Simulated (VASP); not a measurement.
Input of a VASP 6.6.1 run:

Contents of INCAR:

```
ALGO = Normal ; EDIFF = 1E-6
ENCUT = 520 ; GGA = PE
ISIF = 2 ; ISMEAR = -1
ISPIN = 2 ; IVDW = 13
LASPH = True ; LCHARG = True
LELF = True ; LMAXMIX = 4
LORBIT = 11 ; LREAL = False
LVHAR = True ; LWAVE = False
MAGMOM = 1 1 1 0 ; NBANDS = 29
NELM = 150 ; PREC = Accurate
SIGMA = 0.05
```

KPOINTS

```
k-points
0
Gamma
  8 8 8
```

POSCAR

```
SiNi3
1.0
    3.4700849092      0.0000000000      0.0000000000
    0.0000000000      3.4700849092      0.0000000000
    0.0000000000      0.0000000000      3.4700849092
Ni Si
3 1
Direct
    0.5000000000      0.5000000000      0.0000000000
    0.5000000000      0.0000000000      0.5000000000
    0.0000000000      0.5000000000      0.5000000000
    0.0000000000      0.0000000000      0.0000000000
```

Potentials or basis: VASP PAW PBE potentials, release 64 (Ni, Si).

Command:

```bash
$ cat potpaw_PBE.64/Ni/POTCAR potpaw_PBE.64/Si/POTCAR > POTCAR
$ mpirun -np 1 vasp_std > vasp.out
```

Estimate the dispersion energy per atom.

-0.506 eV.

What does it give for the band gap on the k mesh?

Zero (filled and empty bands overlap).

What does it give for the pressure?

0.0 GPa.

Caveat: pairwise dispersion overbinds metals, which lowers pressure and volume.
